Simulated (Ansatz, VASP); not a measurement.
## Two plane-wave programs on MgO

File INCAR:

```
PREC = Accurate
ENCUT = 520
EDIFF = 1E-7
ISMEAR = 0
SIGMA = 0.05
LREAL = False
LASPH = True
NELM = 60
ALGO = Normal
ISIF = 2
LWAVE = False
LCHARG = False
GGA = CA
NBANDS = 26
```

Contents of KPOINTS:

```
regular mesh
0
Gamma
  6 6 6
```

File POSCAR:

```
MgO
1.0
    4.1607146133      0.0000000000      0.0000000000
    0.0000000000     -4.1607146133      0.0000000000
    0.0000000000      0.0000000000     -4.1607146133
Mg O
4 4
Direct
   -0.0176746333      1.0176746333      1.0749871186
    0.5000000000      0.5000000000      1.0000000000
    0.5000000000      1.0000000000      0.5000000000
    0.0000000000      0.5000000000      0.5000000000
    0.5000000000      0.0000000000      0.0000000000
    0.0000000000      0.5000000000      0.0000000000
    0.0000000000      0.0000000000      0.5000000000
    0.5000000000      0.5000000000      0.5000000000
```

Input for Ansatz:

```yaml
crystal:
  lattice:
    - [4.1607146133, 0.0, 0.0]
    - [0.0, -4.1607146133, 0.0]
    - [0.0, 0.0, -4.1607146133]
  atoms:
    - { symbol: Mg, position: [-0.0176746333, 1.0176746333, 1.0749871186] }
    - { symbol: Mg, position: [0.5, 0.5, 1.0] }
    - { symbol: Mg, position: [0.5, 1.0, 0.5] }
    - { symbol: Mg, position: [0.0, 0.5, 0.5] }
    - { symbol: O, position: [0.5, 0.0, 0.0] }
    - { symbol: O, position: [0.0, 0.5, 0.0] }
    - { symbol: O, position: [0.0, 0.0, 0.5] }
    - { symbol: O, position: [0.5, 0.5, 0.5] }
basis:
  ecutwfc: 420
kpoints:
  mp_grid: { grid: [6, 6, 6] }
hamiltonian:
  xc: lda
  pseudopotentials: { kind: paw, azcp: { folder: soft_1 } }
scf:
  occupations: { method: gaussian, width: 0.05 }
output:
  forces: true
  stress: true
  eigenvalues: true
  write_density: true
  write_potential: true
  elf: true
  volumetric_format: npy
```

Alike in both runs: task single point; functional LDA; k mesh 6 × 6 × 6; occupations gaussian, width 0.05 eV; no spin polarisation.

|  | VASP | Ansatz |
| --- | --- | --- |
| version | VASP 6.6.1 | Ansatz 0.2.0 |
| potentials or method | VASP PAW LDA potentials, release 64 (Mg, O), cutoff 520 eV | scalar-relativistic, plane waves, PAW |
| valence electrons in the cell | 32 | 64 |

```csv
,VASP,Ansatz,Ansatz less VASP
gap on the k mesh at the Fermi level (eV),5.00,5.00,+0.003
least direct gap on the mesh (eV),5.00,5.00,+0.003
pressure (GPa),2.1,3.8,+1.65
"traceless stress, the component that is largest in VASP (GPa)",6.53,6.24,-0.294
rms of the force components (eV/Å),1.152,1.111,-0.0414
```

Ansatz warns that its potentials were made for another functional, while VASP's fit it. LDA's correlation is that of Perdew and Zunger in VASP and of Perdew and Wang (1992) in Ansatz. Atom by atom the forces differ by 0.043 eV/Å (rms over components). VASP's potentials hold 32 valence electrons a cell and Ansatz's 64, so a difference there can come from the potentials and not from the codes.
